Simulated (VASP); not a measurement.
Crystal: MgCd3Te4.

```
Mg Cd Te
1.0
     6.10253    0.00000    0.00000
     0.00000    6.10253    0.00000
     0.00000    0.00000    6.10253
Mg Cd Te
1 3 4
Cartesian
  3.0513 3.0513 3.0513
  0.0000 0.0000 3.0513
  0.0000 3.0513 0.0000
  3.0513 0.0000 0.0000
  4.5769 4.5769 4.5769
  4.5769 1.5256 1.5256
  1.5256 4.5769 1.5256
  1.5256 1.5256 4.5769
```

| Property | Result |
| --- | --- |
| Program | VASP 6.6.1 |
| Task | relaxation of cell and atoms |
| Functional | PBE |
| Potentials or basis | VASP PAW PBE potentials, release 64 (Mg, Cd, Te) |
| Cutoff | 600 eV |
| k mesh | 4 × 4 × 4 |
| Occupations | gaussian, width 0.1 eV |
| Spin | no spin polarisation |

At the start: pressure 14.1 GPa; volume 28.41 Å³/atom.

Q: Where does the relaxation end?

A: Over 6 steps the energy falls by 266.3 meV/atom and the volume is 35.88 Å³/atom (+26.3 %); space group P-43m (No. 215, to 0.1 Å) before and after.

The path:
| step | energy change (eV) | largest force (eV/Å) | pressure (GPa) | volume (Å³) |
| --- | --- | --- | --- | --- |
| 1 | 0.0000 | 0.6018 | 14.08 | 227.26 |
| 2 | -1.7959 | 0.0197 | -2.95 | 319.68 |
| 3 | -2.1285 | 0.0801 | 0.11 | 286.10 |
| 4 | -2.1288 | 0.0747 | -0.05 | 287.37 |
| 5 | -2.1297 | 0.0527 | -0.04 | 287.27 |
| 6 | -2.1306 | 0.0018 | -0.02 | 287.02 |

Final structure:
```
CELL_PARAMETERS angstrom
6.59635 0.00000 0.00000
0.00000 6.59635 0.00000
0.00000 0.00000 6.59635
ATOMIC_POSITIONS crystal
Mg 0.50000 0.50000 0.50000
Cd 0.00000 0.00000 0.50000
Cd 0.00000 0.50000 0.00000
Cd 0.50000 0.00000 0.00000
Te 0.74701 0.74701 0.74701
Te 0.74701 0.25299 0.25299
Te 0.25299 0.74701 0.25299
Te 0.25299 0.25299 0.74701
```

Caveat: the volume moved by over 15 % at a fixed basis, so the end points are rough.
